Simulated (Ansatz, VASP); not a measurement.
# Two plane-wave programs on Cu

Contents of INCAR:

```
SYSTEM = Cu
PREC = Accurate
ENCUT = 520
EDIFF = 1E-6
ISMEAR = 1
SIGMA = 0.1
LREAL = .FALSE.
LASPH = .TRUE.
NELM = 60
ALGO = Normal
ISIF = 2
LWAVE = .FALSE.
LCHARG = .TRUE.
GGA = PS
LELF = .TRUE.
LVHAR = .TRUE.
NBANDS = 12
```

KPOINTS

```
Automatic mesh
0
G
  8 8 8
  0 0 0
```

Contents of POSCAR:

```
Cu
1.0
   -1.4427930000      1.4427930000      1.3760810000
    1.4427930000     -1.4427930000      1.3760810000
    1.4427930000      1.4427930000     -1.3760810000
Cu
1
Direct
    0.0000000000      0.0000000000      0.0000000000
```

Input for Ansatz:

```yaml
crystal:
  lattice:
    - [-1.442793, 1.442793, 1.376081]
    - [1.442793, -1.442793, 1.376081]
    - [1.442793, 1.442793, -1.376081]
  atoms:
    - { symbol: Cu, position: [0.0, 0.0, 0.0] }
kpoints:
  mp_grid:
    grid: [8, 8, 8]
hamiltonian:
  xc: pbesol
  pseudopotentials:
    kind: paw
scf:
  occupations:
    method: cold
output:
  forces: true
  stress: true
```

Alike in both runs: task single point; functional PBEsol; k mesh 8 × 8 × 8; no spin polarisation.

```csv
,VASP,Ansatz
version,VASP 6.6.1,Ansatz 0.2.0
potentials or method,"VASP PAW PBE potentials, release 64 (Cu)","plane waves, PAW"
plane-wave cutoff (eV),520,420
occupations,"methfessel-paxton of order 1, width 0.1 eV",cold
valence electrons in the cell,11,19
```

Ansatz gave:

```
pressure (GPa)                                                : -1.2
traceless stress, the component that is largest in VASP (GPa) : 0.00
```

Problem. Estimate VASP's values.

Solution. Pressure (GPa): -0.5; traceless stress, the component that is largest in VASP (GPa): 0.08.

VASP's potentials were made for PBE, not for PBEsol. VASP's potentials hold 11 valence electrons a cell and Ansatz's 19, so a difference there can come from the potentials and not from the codes.

The k mesh is coarse, so the values compare programs but aren't converged.
